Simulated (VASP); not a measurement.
Input of a VASP 6.6.1 run:

INCAR

```
PREC     = Accurate       # precision mode
ENCUT    = 600            # plane-wave cutoff, eV
EDIFF    = 1E-6           # SCF threshold, eV
ISMEAR   = 0              # smearing method
SIGMA    = 0.1            # smearing width, eV
LREAL    = False          # projectors in reciprocal space
LASPH    = True           # aspherical terms in the spheres
NELM     = 80             # most SCF steps
ALGO     = Normal         # electronic algorithm
ISIF     = 3              # what is computed and relaxed
LWAVE    = False          # write WAVECAR
LCHARG   = False          # write CHGCAR
GGA      = PE             # functional
IBRION   = 2              # ionic algorithm
NSW      = 100            # ionic steps
EDIFFG   = -0.005         # ionic threshold
```

File KPOINTS:

```
regular mesh
0
Gamma
  10 10 10
```

File POSCAR:

```
Sn3Se
1.0
    4.7418790000      0.0000000000      0.0000000000
    0.0000000000      4.7418790000      0.0000000000
    0.0000000000      0.0000000000      4.7418790000
Sn Se
3 1
Direct
    0.0000000000      0.5000000000      0.5000000000
    0.5000000000      0.0000000000      0.5000000000
    0.5000000000      0.5000000000      0.0000000000
    0.0000000000      0.0000000000      0.0000000000
```

Potentials or basis: VASP PAW PBE potentials, release 64 (Sn_d, Se).

Run with:

```bash
$ cat potpaw_PBE.64/Sn_d/POTCAR potpaw_PBE.64/Se/POTCAR > POTCAR
$ mpirun -np 1 vasp_std > vasp.out
```

(1) What does it give for the relaxed volume?

(2) What does it give for the band gap on the k mesh?

(3) Predict the relaxed cell.

## Answers

(1) 26.84 Å³/atom.

(2) zero (band 24 reaches 9.12 eV, above the bottom of band 25 at 6.70 eV).

(3) a = 4.753 Å, b = 4.753 Å, c = 4.753 Å, α = 90.00°, β = 90.00°, γ = 90.00°.

Caveat: spin-orbit coupling is left out, which moves the levels of the heavy elements.
